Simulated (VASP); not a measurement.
Write the native input for VASP 6.6.1 that does the following.

```yaml
Task: single point
Functional: PBE
Potentials_or_basis: VASP PAW PBE potentials, release 64 (Ti_sv, O)
Cutoff: 520 eV
k_mesh: 7 × 7 × 10
Occupations: fermi-dirac, width 0.02 eV
Spin: no spin polarisation
Dipole_correction: no
Further_INCAR_settings: ALGO = Normal; EDIFF = 1e-06; NBANDS = 33
```

The structure of TiO2 (Rutile) lies in POSCAR:

```
TiO2
1.0
    4.5631668562      0.0000000000      0.0000000000
    0.0000000000      4.5631668562      0.0000000000
    0.0000000000      0.0000000000      2.9391403412
Ti O
2 4
Direct
    0.0000000000      0.0000000000      0.0000000000
    0.5000000000      0.5000000000      0.5000000000
    0.3035897446      0.3035897446      0.0000000000
    0.1964102554      0.8035897446      0.5000000000
    0.6964102554      0.6964102554      0.0000000000
    0.8035897446      0.1964102554      0.5000000000
```

This cell differs from its parent crystal: volume scaled by 0.98, then relaxed in part.

The input as run:

INCAR

```
SYSTEM = TiO2
ALGO = Normal
EDIFF = 1E-6
ENCUT = 520
GGA = PE
ISIF = 2
ISMEAR = -1
LASPH = .True.
LCHARG = .False.
LREAL = .False.
LWAVE = .False.
NBANDS = 33
NELM = 60
PREC = Accurate
SIGMA = 0.02
```

KPOINTS

```
k-points
0
Gamma
  7 7 10
  0 0 0
```

Potentials or basis: VASP PAW PBE potentials, release 64 (Ti_sv, O).

Command:

```console
$ cat potpaw_PBE.64/Ti_sv/POTCAR potpaw_PBE.64/O/POTCAR > POTCAR
$ mpirun -np 1 vasp_std > vasp.out
```

Results of the run:

The pressure is 10.5 GPa and the largest force is 0.024 eV/Å. The band gap on the k mesh is 1.86 eV, direct.

Wall time 82 s on 1 thread of Intel(R) Xeon(R) Platinum 8488C (Sapphire Rapids) (shared host), peak memory 0.23 GiB.
